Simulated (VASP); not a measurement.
A run of VASP 6.6.1 is set up as follows.

File INCAR:

```
ALGO = Normal ; EDIFF = 1E-7
ENCUT = 520 ; GGA = PE
ISIF = 2 ; ISMEAR = -1
LASPH = T ; LCHARG = T
LELF = T ; LREAL = F
LVHAR = T ; LWAVE = F
NBANDS = 14 ; NELM = 100
PREC = Accurate ; SIGMA = 0.02
```

KPOINTS

```
k-points
0
Gamma
  8 8 8
```

POSCAR

```
NaCl
1.0
    0.0000000000      2.8471503453      2.8471503453
    2.8471503453      0.0000000000      2.8471503453
    2.8471503453      2.8471503453      0.0000000000
Na Cl
1 1
Direct
    0.0000000000      0.0000000000      0.0000000000
    0.5000000000      0.5000000000      0.5000000000
```

Potentials or basis: VASP PAW PBE potentials, release 64 (Na_pv, Cl).

Command:

```console
$ cat potpaw_PBE.64/Na_pv/POTCAR potpaw_PBE.64/Cl/POTCAR > POTCAR
$ mpirun -np 1 vasp_std > vasp.out
```

Task: Estimate the band gap on the k mesh.

Result: 5.00 eV.

Task: What does it give for the pressure?

Result: 0.0 GPa.

A k mesh can miss the band edges. Expect the measured gap to be larger: semilocal functionals such as PBE lack the derivative discontinuity.
